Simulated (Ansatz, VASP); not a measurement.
# BaTiO3 in VASP and in Ansatz

```xyz
5
Lattice="2.8182 1.6271 2.3100 -2.8182 1.6271 2.3100 0.0000 -3.2542 2.3100" Properties=species:S:1:pos:R:3 pbc="T T T"
Ba    0.0000    0.0000    0.0000
Ti    0.0000    0.0000    3.5620
O     0.0000   -1.5942    4.5384
O    -1.3806    0.7971    4.5384
O     1.3806    0.7971    4.5384
```

Change from the starting cell: volume scaled by 0.99.

Alike in both runs: task single point; functional LDA; k mesh 9 × 9 × 9; occupations fermi-dirac, width 0.05 eV; no spin polarisation.

```csv
,VASP,Ansatz
version,VASP 6.6.1,Ansatz 0.2.0
potentials or method,"VASP PAW LDA potentials, release 64 (Ba_sv, Ti_sv, O), cutoff 520 eV","all-electron LAPW, scalar-relativistic"
```

```csv
,VASP,Ansatz,Ansatz less VASP
gap on the k mesh at the Fermi level (eV),2.33,2.38,+0.055
pressure (GPa),-2.2,-4.3,-2.14
"traceless stress, the component that is largest in VASP (GPa)",-0.23,-0.17,+0.066
rms of the force components (eV/Å),0.087,0.064,-0.0223
```

LDA's correlation is that of Perdew and Zunger in VASP and of Perdew and Wang (1992) in Ansatz. Atom by atom the forces differ by 0.039 eV/Å (rms over components). Ansatz ran all-electron here, and VASP with PAW potentials.

Spin-orbit coupling is off throughout.
